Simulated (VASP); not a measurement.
# AlN (P6_3mc) in VASP: notebook

AlN is run at these levels: PBE; tasks: relaxation of the atoms.

Everything below comes from runs of VASP 6.6.1. Logs are shortened: lines on timing, memory, paths and dates and some standing lists are left out, and cuts for length are marked.

### 1 The cell of the first run

It takes space group P6_3mc (No. 186, hexagonal). The conventional cell has a = 3.036 Å, b = 3.036 Å, c = 5.619 Å, α = 90.00°, β = 90.00°, γ = 120.00°. Within 2.5 Å of Al (site symmetry 3m) lie 4 N at 1.87 to 2.14 Å. N (site symmetry 3m) has 4 Al at 1.87 to 2.14 Å within 2.5 Å.

### 2 Relaxation of the atoms, PBE

INCAR

```
  PREC = Accurate
  ENCUT = 520
  EDIFF = 1E-7
  ISMEAR = 0
  SIGMA = 0.05
  LREAL = False
  LASPH = True
  NELM = 60
  ALGO = Normal
  ISIF = 2
  LWAVE = False
  LCHARG = False
  GGA = PE
  IBRION = 2
  NSW = 50
  EDIFFG = -0.01
```

KPOINTS

```
Automatic mesh
0
Gamma
  9 9 6
```

POSCAR

```
AlN
1.0
    3.0360000000      0.0000000000      0.0000000000
   -1.5180000000      2.6292531259      0.0000000000
    0.0000000000      0.0000000000      5.6190000000
Al N
2 2
Direct
    0.3333333333      0.6666666667      0.0017290859
    0.6666666667      0.3333333333      0.5017290859
    0.3333333333      0.6666666667      0.3832709141
    0.6666666667      0.3333333333      0.8832709141
```

Potentials or basis: VASP PAW PBE potentials, release 64 (Al, N).

Run with:

```sh
$ cat potpaw_PBE.64/Al/POTCAR potpaw_PBE.64/N/POTCAR > POTCAR
$ mpirun -np 1 vasp_std > vasp.out
```

OUTCAR:

```text
PREC = Accurate
   ENCUT = 520
   EDIFF = 1E-7
   ISMEAR = 0
   LREAL = False
   LASPH = True
   NELM = 60
   ISIF = 2
   GGA = PE
   IBRION = 2
   NSW = 50
   EDIFFG = -0.01

 ion  position               nearest neighbor table
   1  0.333  0.667  0.002-   4 1.87   4 1.87   4 1.87   3 2.14   2 3.31   2 3.31   2 3.31   2 3.31
                             2 3.31   2 3.31
   2  0.667  0.333  0.502-   3 1.87   3 1.87   3 1.87   4 2.14   1 3.31   1 3.31   1 3.31   1 3.31
                             1 3.31   1 3.31
   3  0.333  0.667  0.383-   2 1.87   2 1.87   2 1.87   1 2.14
   4  0.667  0.333  0.883-   1 1.87   1 1.87   1 1.87   2 2.14

  LATTYP: Found a hexagonal cell.
 ALAT       =     3.0360000000
 C/A-ratio  =     1.8507905138

  Lattice vectors:

 A1 = (   3.0360000000,   0.0000000000,   0.0000000000)
 A2 = (  -1.5180000000,   2.6292531259,   0.0000000000)
 A3 = (   0.0000000000,   0.0000000000,   5.6190000000)

Analysis of symmetry for initial positions (statically):
=====================================================================
 Subroutine PRICEL returns:
 Original cell was already a primitive cell.

 Routine SETGRP: Setting up the symmetry group for a
 hexagonal supercell.

 Subroutine GETGRP returns: Found 12 space group operations
 (whereof  6 operations were pure point group operations)
 out of a pool of 24 trial point group operations.

The static configuration has the point symmetry C_3v.
 The point group associated with its full space group is C_6v.

Analysis of symmetry for dynamics (positions and initial velocities):
=====================================================================
 Subroutine PRICEL returns:
 Original cell was already a primitive cell.

 Routine SETGRP: Setting up the symmetry group for a
 hexagonal supercell.

 Subroutine GETGRP returns: Found 12 space group operations
 (whereof  6 operations were pure point group operations)
 out of a pool of 24 trial point group operations.

The dynamic configuration has the point symmetry C_3v.
 The point group associated with its full space group is C_6v.

 Subroutine INISYM returns: Found 12 space group operations
 (whereof  6 operations are pure point group operations),
 and found     1 'primitive' translations

----------------------------------------------------------------------------------------

                                     Primitive cell

  volume of cell :      44.8532

  direct lattice vectors                    reciprocal lattice vectors
     3.036000000  0.000000000  0.000000000     0.329380764  0.190168073  0.000000000
    -1.518000000  2.629253126  0.000000000     0.000000000  0.380336146  0.000000000
     0.000000000  0.000000000  5.619000000     0.000000000  0.000000000  0.177967610

  length of vectors
     3.036000000  3.036000000  5.619000000     0.380336146  0.380336146  0.177967610

  position of ions in fractional coordinates (direct lattice)
     0.333333333  0.666666667  0.001729086
     0.666666667  0.333333333  0.501729086
     0.333333333  0.666666667  0.383270914
     0.666666667  0.333333333  0.883270914

  ion indices of the primitive-cell ions
   primitive index   ion index
                 1           1
                 2           2
                 3           3
                 4           4

----------------------------------------------------------------------------------------

 KPOINTS: Automatic mesh

Automatic generation of k-mesh.
 Grid dimensions read from file:
 generate k-points for:    9    9    6

 Generating k-lattice:

  Cartesian coordinates                     Fractional coordinates (reciprocal lattice)
     0.036597863  0.021129786  0.000000000     0.111111111  0.000000000  0.000000000
     0.000000000  0.042259572  0.000000000     0.000000000  0.111111111  0.000000000
     0.000000000  0.000000000  0.029661268     0.000000000  0.000000000  0.166666667

  Length of vectors
     0.042259572  0.042259572  0.029661268

  Shift w.r.t. Gamma in fractional coordinates (k-lattice)
     0.000000000  0.000000000  0.000000000

 Subroutine IBZKPT returns following result:
 ===========================================

 Found     48 irreducible k-points:

 Following reciprocal coordinates:
            Coordinates               Weight
  0.000000  0.000000  0.000000      1.000000
  0.111111 -0.000000  0.000000      6.000000
  0.222222  0.000000  0.000000      6.000000
  0.333333  0.000000  0.000000      6.000000
  0.444444  0.000000  0.000000      6.000000
  0.111111  0.111111  0.000000      6.000000
[... 16 lines left out ...]
  0.333333  0.222222  0.166667     24.000000
  0.333333  0.333333  0.166667      4.000000
 [... further k-points ...]
   k-points           NKPTS =     48   k-points in BZ     NKDIM =     48   number of bands    NBANDS=     12
   number of dos      NEDOS =    301   number of ions     NIONS =      4
   total plane-waves  NPLWV =  24192
   dimension x,y,z NGX =    24 NGY =   24 NGZ =   42
   dimension x,y,z NGXF=    48 NGYF=   48 NGZF=   84
   ions per type =               2   2
   NGX,Y,Z   is equivalent  to a cutoff of  13.14, 13.14, 12.43 a.u.
   NGXF,Y,Z  is equivalent  to a cutoff of  26.28, 26.28, 24.85 a.u.
 SYSTEM =  unknown system
   PREC   = accura    normal or accurate (medium, high low for compatibility)
   ISTART =      0    job   : 0-new  1-cont  2-samecut
   ICHARG =      2    charge: 1-file 2-atom 10-const
   ISPIN  =      1    spin polarized calculation?
   LNONCOLLINEAR =      F non collinear calculations
   LSORBIT =      F    spin-orbit coupling
   LASPH  =      T    aspherical Exc in radial PAW
   ENCUT  =  520.0 eV  38.22 Ry    6.18 a.u.   5.64  5.64 10.45*2*pi/ulx,y,z
   NELM   =     60;   NELMIN=  2; NELMDL= -5     # of ELM steps
   EDIFF  = 0.1E-06   stopping-criterion for ELM
   LREAL  =      F    real-space projection
   EDIFFG = -.1E-01   stopping-criterion for IOM
   NSW    =     50    number of steps for IOM
   IBRION =      2    ionic relax: 0-MD 1-quasi-New 2-CG
   NFREE  =      1    steps in history (QN), initial steepest desc. (CG)
   ISIF   =      2    stress and relaxation
   ISYM   =      2    0-nonsym 1-usesym 2-fastsym
   POTIM  = 0.5000    time-step for ionic-motion
   TEBEG  =    0.0;   TEEND  =   0.0 temperature during run
   PSTRESS=    0.0 pullay stress
   NELECT =      16.0000    total number of electrons
   NUPDOWN=      -1.0000    fix difference up-down
   EMIN   =  10.00;   EMAX   =-10.00  energy-range for DOS
   EFERMI =   0.00;   METHOD = LEGACY
   ISMEAR =     0;   SIGMA  =   0.05  broadening in eV -4-tet -1-fermi 0-gaus
   EFERMI_NEDOS =   21; number of points for ismear=-14 and -15
   IALGO  =     38    algorithm
   IMIX   =      4    mixing-type and parameters
     AMIX     =   0.40;   BMIX     =  1.00
     AMIX_MAG =   1.60;   BMIX_MAG =  1.00
  volume/ion in A,a.u.               =      11.21        75.67
  Fermi-wavevector in a.u.,A,eV,Ry     =   1.161049  2.194064 18.341116  1.348034
  Thomas-Fermi vector in A             =   2.297625
   LORBIT       =      0    0 simple, 1 ext, 2 COOP (PROOUT), +10 PAW based schemes
   GGA     = PE    functional components
   LHFCALC =     F    Hartree Fock is set to
   AEXX    =    0.0000 exact exchange contribution
   IVDW    =     0    specifies the selected vdW correction
   LEPSILON=     F    determine dielectric tensor
   LRPA    =     F    only Hartree local field effects (RPA)
 conjugate gradient relaxation of ions
 non-spin polarized calculation
 Gauss-broadening in eV      SIGMA  =   0.05
  energy-cutoff  :      520.00
  volume of cell :       44.85
 maximum number of plane-waves:      1232
 NGX is ok and might be reduce to    24
   NGX = 11   NGY = 11   NGZ = 21

--------------------------------------- Ionic step        1  -------------------------------------------

 number of electron      15.9999998 magnetization

 Free energy of the ion-electron system (eV)
  ---------------------------------------------------
  ext. energy  EPLUGINS =         0.00000000
  ---------------------------------------------------
  free energy    TOTEN  =       -29.12341498 eV

  energy without entropy =      -29.12341498  energy(sigma->0) =      -29.12341498

------------------------ aborting loop because EDIFF is reached ----------------------------------------

  FORCE on cell =-STRESS in cart. coord.  units (eV):
  Direction    XX          YY          ZZ          XY          YZ          ZX
  --------------------------------------------------------------------------------------
  -------------------------------------------------------------------------------------
  Total        2.9391518      2.9391518     -9.2292200      0.0000000      0.0000000      0.0000000
  in kB      104.9879357    104.9879357   -329.6722439      0.0000000      0.0000000      0.0000000
  external PRESSURE =     -39.8987908 kB  Pullay stress =       0.0000000 kB

 VOLUME and BASIS-vectors are now :
 -----------------------------------------------------------------------------
  energy-cutoff  :      520.00
  volume of cell :       44.85
      direct lattice vectors                 reciprocal lattice vectors
     3.036000000  0.000000000  0.000000000     0.329380764  0.190168073  0.000000000
    -1.518000000  2.629253126  0.000000000     0.000000000  0.380336146  0.000000000
     0.000000000  0.000000000  5.619000000     0.000000000  0.000000000  0.177967610
[... 39 lines left out ...]
 POSITION                                       TOTAL-FORCE (eV/Angst)
 -----------------------------------------------------------------------------------
     -0.00000      1.75284      0.02916        -0.000000      0.000000      0.157203
      1.51800      0.87642      2.83866         0.000000      0.000000      0.157203
     -0.00000      1.75284      2.13415        -0.000000      0.000000     -0.157203
      1.51800      0.87642      4.94365        -0.000000      0.000000     -0.157203
 -----------------------------------------------------------------------------------
    total drift:                               -0.000000      0.000000      0.000063

  FREE ENERGIE OF THE ION-ELECTRON SYSTEM (eV)
  ---------------------------------------------------
  free  energy   TOTEN  =       -29.1454399889 eV

  energy  without entropy=      -29.1454399889  energy(sigma->0) =      -29.14543999

--------------------------------------- Ionic step        3  -------------------------------------------

 number of electron      15.9999999 magnetization

 Free energy of the ion-electron system (eV)
  ---------------------------------------------------
  ext. energy  EPLUGINS =         0.00000000
  ---------------------------------------------------
  free energy    TOTEN  =       -29.14892088 eV

  energy without entropy =      -29.14892088  energy(sigma->0) =      -29.14892088

 E-fermi :   5.9108     XC(G=0): -10.6133

 val. band max:        5.6402747380   @ k =   0.0000   0.0000   0.0000
 cond. band min:       8.4230922731   @ k =   0.0000   0.0000   0.0000
 fundamental gap:      2.7828175351
 Fermi energy:         5.9107618293

 k-point     1 :       0.0000    0.0000    0.0000
  band No.  band energies     occupation
      1      -9.2862      2.00000
      2      -7.8667      2.00000
      3      -0.6245      2.00000
      4       4.7882      2.00000
      5       5.3175      2.00000
      6       5.3175      2.00000
      7       5.6403      2.00000
      8       5.6403      2.00000
      9       8.4231      0.00000
     10      12.9088      0.00000
     11      14.6007      0.00000
     12      16.0718      0.00000

 k-point     2 :       0.1111   -0.0000    0.0000
  band No.  band energies     occupation
      1      -9.1227      2.00000
      2      -7.7476      2.00000
      3      -0.4210      2.00000
      4       4.5442      2.00000
      5       4.7701      2.00000
      6       4.8748      2.00000
      7       5.1320      2.00000
      8       5.5683      2.00000
      9       9.0673      0.00000
     10      13.5308      0.00000
     11      14.1933      0.00000
     12      16.2308      0.00000
[... 316 lines left out ...]
 k-point    24 :       0.3333    0.3333    0.1667
  band No.  band energies     occupation
      1      -6.8541      2.00000
      2      -6.8541      2.00000
      3       1.2737      2.00000
      4       1.6104      2.00000
      5       1.6104      2.00000
      6       2.6331      2.00000
      7       3.5707      2.00000
      8       3.5707      2.00000
      9      10.1070      0.00000
     10      13.3142      0.00000
     11      13.5005      0.00000
     12      13.5005      0.00000

 [... further k-points ...]
[... 5 lines left out ...]
  --------------------------------------------------------------------------------------
  -------------------------------------------------------------------------------------
  Total        2.3128492      2.3128492    -10.0155793      0.0000000      0.0000000      0.0000000
  in kB       82.6161029     82.6161029   -357.7613807      0.0000000      0.0000000      0.0000000
  external PRESSURE =     -64.1763916 kB  Pullay stress =       0.0000000 kB

 VOLUME and BASIS-vectors are now :
 -----------------------------------------------------------------------------
  energy-cutoff  :      520.00
  volume of cell :       44.85
      direct lattice vectors                 reciprocal lattice vectors
     3.036000000  0.000000000  0.000000000     0.329380764  0.190168073  0.000000000
    -1.518000000  2.629253126  0.000000000     0.000000000  0.380336146  0.000000000
     0.000000000  0.000000000  5.619000000     0.000000000  0.000000000  0.177967610

 POSITION                                       TOTAL-FORCE (eV/Angst)
 -----------------------------------------------------------------------------------
     -0.00000      1.75284      0.04033         0.000000     -0.000000     -0.002918
      1.51800      0.87642      2.84983        -0.000000      0.000000     -0.002918
     -0.00000      1.75284      2.12299         0.000000      0.000000      0.002918
      1.51800      0.87642      4.93249        -0.000000      0.000000      0.002918
 -----------------------------------------------------------------------------------
    total drift:                               -0.000000     -0.000000      0.000104

  FREE ENERGIE OF THE ION-ELECTRON SYSTEM (eV)
  ---------------------------------------------------
  free  energy   TOTEN  =       -29.1489208753 eV

  energy  without entropy=      -29.1489208753  energy(sigma->0) =      -29.14892088

 reached required accuracy - stopping structural energy minimisation
```

It took 28 s on 1 thread of Intel Xeon 6975P-C (Granite Rapids), shared host; peak memory 0.16 GiB.

Results:

| Item | Value |
| --- | --- |
| Free energy | -29.1489 eV |
| Energy gained by relaxing | 6.4 meV/atom |
| Ionic steps | 3 |
| Pressure after relaxing | -6.4 GPa |
| Band gap on the k mesh | 2.78 eV, direct |

Forces in eV/Å, atoms in the order of the input:
```
Al   0.000  0.000 -0.003
Al   0.000  0.000 -0.003
N    0.000  0.000  0.003
N    0.000  0.000  0.003
```

The path:
| step | energy change (eV) | largest force (eV/Å) | pressure (GPa) |
| --- | --- | --- | --- |
| 1 | 0.0000 | 0.4031 | -3.99 |
| 2 | -0.0220 | 0.1572 | -5.58 |
| 3 | -0.0255 | 0.0029 | -6.42 |

Final structure:
```
Al N
1.0
     3.03600    0.00000    0.00000
    -1.51800    2.62925    0.00000
     0.00000    0.00000    5.61900
Al N
2 2
Direct
  0.33333 0.66667 0.00718
  0.66667 0.33333 0.50718
  0.33333 0.66667 0.37782
  0.66667 0.33333 0.87782
```

A hybrid or GW would open this gap; PBE tends to underestimate it.

### 3 Relaxation of the atoms, PBE

This run uses another cell than the first one, of 11.26 Å³/atom, 1.004 times its volume.

INCAR

```
ALGO = Normal
EDIFF = 1E-6
EDIFFG = -0.01
ENCUT = 520
GGA = PE
IBRION = 2
ISIF = 2
ISMEAR = 0
LASPH = True
LCHARG = False
LREAL = False
LWAVE = False
NELM = 100
NSW = 50
PREC = Accurate
SIGMA = 0.05
```

KPOINTS

```
k-points
0
Gamma
  9 9 6
```

POSCAR

```
AlN
1.0
    3.0986000000      0.0000000000      0.0000000000
   -1.5493000000      2.6834663162      0.0000000000
    0.0000000000      0.0000000000      5.4183000000
Al N
2 2
Direct
    0.3333333333      0.6666666667      0.0017290859
    0.6666666667      0.3333333333      0.5017290859
    0.3333333333      0.6666666667      0.3832709141
    0.6666666667      0.3333333333      0.8832709141
```

Potentials or basis: VASP PAW PBE potentials, release 64 (Al, N).

Run with:

```sh
$ cat potpaw_PBE.64/Al/POTCAR potpaw_PBE.64/N/POTCAR > POTCAR
$ mpirun -np 1 vasp_std > vasp.out
```

Wall time 24 s (1 thread of Intel Xeon 6975P-C (Granite Rapids), shared host); peak memory 0.16 GiB.

The run converged. Its results:

| Property | Result |
| --- | --- |
| Free energy | -29.5070 eV |
| Energy gained by relaxing | 5.0 meV/atom |
| Ionic steps | 3 |
| Pressure after relaxing | -9.0 GPa |
| Band gap on the k mesh | 3.29 eV, direct |

Stress tensor (GPa, compression positive):
```
 -0.56   0.00   0.00
  0.00  -0.56   0.00
  0.00   0.00 -25.79
```

Step by step:
```csv
step,energy change (eV),largest force (eV/Å),pressure (GPa)
1,0.0000,0.3862,-7.82
2,-0.0187,0.1075,-8.71
3,-0.0201,0.0016,-8.97
```

Final structure:
```
CELL_PARAMETERS angstrom
3.09860 0.00000 0.00000
-1.54930 2.68347 0.00000
0.00000 0.00000 5.41830
ATOMIC_POSITIONS crystal
Al 0.33333 0.66667 0.00636
Al 0.66667 0.33333 0.50636
N 0.33333 0.66667 0.37864
N 0.66667 0.33333 0.87864
```

Levels at points of the mesh, in eV from the valence-band top:
| k point | band 4 | band 5 | band 6 | band 7 | band 8 | band 9 | band 10 | band 11 | band 12 |
| --- | --- | --- | --- | --- | --- | --- | --- | --- | --- |
| (0.00, 0.00, 0.00) | -0.45 | -0.43 | -0.43 | 0.00 | 0.00 | 3.29 | 6.83 | 9.43 | 11.01 |
| (0.00, 0.00, 0.50) | -3.65 | -0.22 | -0.22 | -0.22 | -0.22 | 5.99 | 5.99 | 9.36 | 9.36 |

Expect the measured gap to be larger: semilocal functionals such as PBE lack the derivative discontinuity.
